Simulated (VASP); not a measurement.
**Ge3Pd: single point with PBEsol**

The system is Ge3Pd.

```
Pd Ge
1.0
     4.05747    0.00000    0.00000
     0.00000    4.05747    0.00000
     0.00000    0.00000    4.05747
Pd Ge
1 3
Direct
  0.00000 0.00000 0.00000
  0.50000 0.50000 0.00000
  0.50000 0.00000 0.50000
  0.00000 0.50000 0.50000
```

* Program: VASP 6.6.1
* Task: single point
* Functional: PBEsol
* Potentials or basis: VASP PAW PBE potentials, release 64 (Pd, Ge_d)
* Cutoff: 520 eV
* k mesh: 7 × 7 × 7
* Occupations: fermi-dirac, width 0.05 eV
* Spin: no spin polarisation
* Dipole correction: no
* Further INCAR settings: ALGO = Normal; EDIFF = 1e-06; NBANDS = 34

The pressure is 1.2 GPa. The band gap on the k mesh is zero (bands 26 and 27 overlap by 1.72 eV).

Levels at points of the mesh, in eV from the Fermi level:
```csv
k point,band 24,band 25,band 26,band 27,band 28,band 29
"(0.00, 0.00, 0.00)",-2.92,-1.53,-1.53,0.72,3.05,3.05
```

Run time: 46 s on 1 thread of AMD EPYC 7R43 64-Core Processor (Zen 3) (shared host), peak memory 0.15 GiB.

Caveat: the PAW data sets were made with another functional, which shifts forces and pressure a little.
